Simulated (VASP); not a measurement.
Here is a VASP 6.6.1 calculation.

Contents of INCAR:

```
ALGO = Normal
EDIFF = 1E-6
ENCUT = 520
GGA = PE
ISIF = 2
ISMEAR = 0
LASPH = True
LCHARG = False
LREAL = False
LWAVE = False
NBANDS = 12
NELM = 60
PREC = Accurate
SIGMA = 0.15
```

File KPOINTS:

```
k-points
0
Gamma
  22 22 22
```

POSCAR

```
Cu
1.0
    0.0000000000      1.9521000000      1.8075000000
    1.9521000000      0.0000000000      1.8075000000
    1.9521000000      1.9521000000      0.0000000000
Cu
1
Direct
    0.0000000000      0.0000000000      0.0000000000
```

Potentials or basis: VASP PAW PBE potentials, release 64 (Cu).

Launch:

```bash
$ cat potpaw_PBE.64/Cu/POTCAR > POTCAR
$ mpirun -np 1 vasp_std > vasp.out
```

**Question.** What does it give for the pressure?

**Answer.** -13.1 GPa.

Stress tensor (GPa, compression positive):
```
-13.84   0.00   0.00
  0.00 -13.84   0.00
  0.00   0.00 -11.70
```

Caveat: the cell differs from its parent crystal (strain +0.080 along x and y, +0.000 along z).
